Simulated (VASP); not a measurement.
Runs of VASP 6.6.1 on CrPd3. The structure is that of space group Pm-3m (No. 221), or close to it. The cells are those of the table. 

| cell | gap on the mesh (eV) | pressure (GPa) | moment (μB) |
| --- | --- | --- | --- |
| a = 3.820 Å, 4 atoms | none | -4.2 | 2.49 |
| a = 3.856 Å, 4 atoms | none | (c) | 2.52 |
| a = 3.992 Å, 4 atoms | none | -21.9 | (a) |
| a = 3.891 Å, 4 atoms | none | (b) | 2.56 |
| a = 3.784 Å, 4 atoms | none | 2.0 | 2.47 |

Alike in all rows: task single point; level LDA; potentials or basis VASP PAW LDA potentials, release 64 (Cr_pv, Pd); spin collinear, ferromagnetic start; k mesh 6 × 6 × 6; cutoff (eV) 520; smearing fermi-dirac 0.1 eV.

Problem. Estimate the missing entries.

Solution. (a) 2.80; (b) -13.6; (c) -9.4.

A k mesh can miss the band edges, and the runs leave out spin-orbit coupling on Pd.

A gap of «none» marks levels without a gap at the run's occupations.
